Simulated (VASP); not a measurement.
A run of VASP 6.6.1:

The input INCAR:

```
PREC     = Accurate       # precision mode
ENCUT    = 600            # plane-wave cutoff, eV
EDIFF    = 1E-6           # SCF threshold, eV
ISMEAR   = -1             # smearing method
SIGMA    = 0.1            # smearing width, eV
LREAL    = F              # projectors in reciprocal space
LASPH    = T              # aspherical terms in the spheres
NELM     = 100            # most SCF steps
ALGO     = Normal         # electronic algorithm
ISIF     = 3              # what is computed and relaxed
LWAVE    = F              # write WAVECAR
LCHARG   = F              # write CHGCAR
IBRION   = 2              # ionic algorithm
NSW      = 60             # ionic steps
EDIFFG   = -0.01          # ionic threshold
```

File KPOINTS:

```
Automatic mesh
0
Gamma
  6 6 4
```

File POSCAR:

```
BaSr
1.0
    2.5086000000     -3.4657200000      0.0000000000
    2.5086000000      3.4657200000      0.0000000000
    0.0000000000      0.0000000000      6.9208300000
Ba Sr
1 1
Direct
    0.0000000000      0.0000000000      0.0000000000
    0.5000000000      0.5000000000      0.5000000000
```

Potentials or basis: VASP PAW LDA potentials, release 64 (Ba_sv, Sr_sv).

The run is started by

```sh
$ cat potpaw_LDA.64/Ba_sv/POTCAR potpaw_LDA.64/Sr_sv/POTCAR > POTCAR
$ mpirun -np 1 vasp_std > vasp.out
```

Hardware: 1 thread of Intel(R) Xeon(R) 6975P-C (Granite Rapids) (shared host).

Problem. Estimate the wall time of this run.

Solution. Run time: 5.1 min on 1 thread of Intel(R) Xeon(R) 6975P-C (Granite Rapids) (shared host), peak memory 0.27 GiB. Counts: scf iterations 73, k points 39, ion steps 10.
